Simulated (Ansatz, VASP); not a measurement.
## Two plane-wave programs on Ge

```xyz
12
Lattice="7.9039 0.0000 0.0000 -3.9520 6.8450 0.0000 0.0000 0.0000 5.5192" Properties=species:S:1:pos:R:3 pbc="T T T"
Ge    2.2947    0.0000    0.0000
Ge   -1.1473    1.9873    3.6795
Ge    2.8046    4.8578    1.8397
Ge    5.6093    0.0000    2.7596
Ge   -2.8046    4.8578    0.9199
Ge    1.1473    1.9873    4.5993
Ge    0.0000    5.5826    4.1394
Ge   -0.8827    4.0537    2.2997
Ge    0.8827    4.0537    0.4599
Ge    3.9520    1.2624    1.3798
Ge    4.8347    2.7913    5.0593
Ge    3.0693    2.7913    3.2195
```

Alike in both runs: functional PBE; k mesh 3 × 3 × 4; occupations gaussian, width 0.1 eV; no spin polarisation.

Ansatz relaxed the structure, and its values are those at the end. VASP's run is a single point on that final structure, the one shown.

|  | VASP | Ansatz |
| --- | --- | --- |
| version | VASP 6.6.1 | Ansatz 0.2.0 |
| potentials or method | VASP PAW PBE potentials, release 64 (Ge_d), cutoff 520 eV | scalar-relativistic, plane waves, PAW |
| valence electrons in the cell | 168 | 168 |

|  | VASP | Ansatz | Ansatz less VASP |
| --- | --- | --- | --- |
| gap on the k mesh at the Fermi level (eV) | 0.90 | 0.90 | -0.002 |
| least direct gap on the mesh (eV) | 0.90 | 0.90 | -0.002 |
| pressure (GPa) | -0.1 | 0.0 | +0.04 |
| rms of the force components (eV/Å) | 0.016 | 0.015 | -0.0008 |
